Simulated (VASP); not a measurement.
Input of a VASP 6.6.1 run:

INCAR

```
PREC = Accurate ; ENCUT = 520
EDIFF = 1E-6 ; ISMEAR = 1
SIGMA = 0.05 ; LREAL = False
LASPH = True ; NELM = 60
ALGO = Normal ; ISIF = 2
LWAVE = False ; LCHARG = False
GGA = PS ; NBANDS = 32
```

KPOINTS

```
Automatic mesh
0
Gamma
  6 6 3
```

POSCAR

```
La2Al3Ge
1.0
    4.4554485179      0.0000000000      0.0000000000
   -2.2277237524      3.8585314709      0.0000000000
    0.0000000000      0.0000000000      8.9929041842
La Al Ge
2 3 1
Direct
    0.6666666667      0.3333333333      0.2494100000
    0.6666666667      0.3333333333      0.7505900000
    0.0000000000      0.0000000000      0.5000000000
    0.3333333333      0.6666666667      0.0000000000
    0.3333333333      0.6666666667      0.5000000000
    0.0000000000      0.0000000000      0.0000000000
```

Potentials or basis: VASP PAW PBE potentials, release 64 (La, Al, Ge_d).

Command:

```sh
$ cat potpaw_PBE.64/La/POTCAR potpaw_PBE.64/Al/POTCAR potpaw_PBE.64/Ge_d/POTCAR > POTCAR
$ mpirun -np 1 vasp_std > vasp.out
```

Task: Estimate the pressure.

Result: -4.6 GPa.

Task: What does it give for the largest force?

Result: 0.065 eV/Å.

Stress tensor (GPa, compression positive):
```
-4.78  0.00  0.00
 0.00 -4.78  0.00
 0.00  0.00 -4.25
```

Caveat: the cell stands under tension; the PAW data sets were made with another functional, which shifts forces and pressure a little.
